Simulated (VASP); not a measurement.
Wanted: the native input for a VASP 6.6.1 run.

```yaml
Task: single point
Functional: LDA
Potentials_or_basis: VASP PAW LDA potentials, release 64 (Zr_sv)
Cutoff: 520 eV
k_mesh: 10 × 10 × 10
Occupations: gaussian, width 0.1 eV
Spin: no spin polarisation
Dipole_correction: no
Further_INCAR_settings: ALGO = Normal; EDIFF = 1e-07; NBANDS = 12
```

The structure of Zr lies in POSCAR:

```
Zr
1.0
    0.0000000000      2.2646202716      2.2646202716
    2.2646202716      0.0000000000      2.2646202716
    2.2646202716      2.2646202716      0.0000000000
Zr
1
Direct
    0.0000000000      0.0000000000      0.0000000000
```

The input as run:

INCAR

```
SYSTEM = Zr
PREC     = Accurate       ! precision mode
ENCUT    = 520            ! plane-wave cutoff, eV
EDIFF    = 1E-7           ! SCF threshold, eV
ISMEAR   = 0              ! smearing method
SIGMA    = 0.1            ! smearing width, eV
LREAL    = .FALSE.        ! projectors in reciprocal space
LASPH    = .TRUE.         ! aspherical terms in the spheres
NELM     = 80             ! most SCF steps
ALGO     = Normal         ! electronic algorithm
ISIF     = 2              ! what is computed and relaxed
LWAVE    = .FALSE.        ! write WAVECAR
LCHARG   = .FALSE.        ! write CHGCAR
GGA      = CA             ! functional
NBANDS   = 12             ! bands
```

KPOINTS

```
Automatic mesh
0
G
  10 10 10
  0 0 0
```

Potentials or basis: VASP PAW LDA potentials, release 64 (Zr_sv).

Run with:

```bash
$ cat potpaw_LDA.64/Zr_sv/POTCAR > POTCAR
$ mpirun -np 1 vasp_std > vasp.out
```

It gave:

- Pressure: -6.5 GPa
- Band gap on the k mesh: zero (band 6 reaches 9.66 eV, above the bottom of band 7 at 8.41 eV)

It took 20 s on 1 thread of AMD EPYC 7R13, with other jobs on the host, peak memory 0.1 GiB.
